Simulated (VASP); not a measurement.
## Sn3Te: single point with PBE

Crystal: Sn3Te.

```xyz
4
Lattice="-3.1284 3.1284 3.1284 3.1284 -3.1284 3.1284 3.1284 3.1284 -3.1284" Properties=species:S:1:pos:R:3 pbc="T T T"
Sn    3.1284    0.0000    0.0000
Sn    0.0000    3.1284    0.0000
Sn    0.0000    0.0000    3.1284
Te    0.0000    0.0000    0.0000
```

```json
{
 "Program": "VASP 6.6.1",
 "Task": "single point",
 "Functional": "PBE",
 "Potentials or basis": "VASP PAW PBE potentials, release 64 (Sn_d, Te)",
 "Cutoff": "520 eV",
 "k mesh": "10 × 10 × 10",
 "Occupations": "gaussian, width 0.1 eV",
 "Spin": "no spin polarisation"
}
```

```
Pressure               : 0.0 GPa
Band gap on the k mesh : zero (band 24 reaches 7.25 eV, above the bottom of band 25 at 4.69 eV)
```

Levels at points of the mesh, in eV from the Fermi level:
```tsv
k point	band 22	band 23	band 24	band 25	band 26	band 27
(0.00, 0.00, 0.00)	-3.68	-2.15	-2.15	-2.15	2.54	2.54
(0.50, 0.00, 0.00)	-1.50	-1.03	-0.07	-0.02	1.53	2.18
(0.50, 0.50, 0.50)	-2.60	-0.90	-0.90	-0.90	5.25	5.25
```

Run time: 2.8 min on 1 thread of Intel(R) Xeon(R) Platinum 8259CL CPU @ 2.50GHz (Skylake/Cascade Lake) (shared host), peak memory 0.34 GiB.

Caveat: spin-orbit coupling is left out, which moves the levels of the heavy elements.
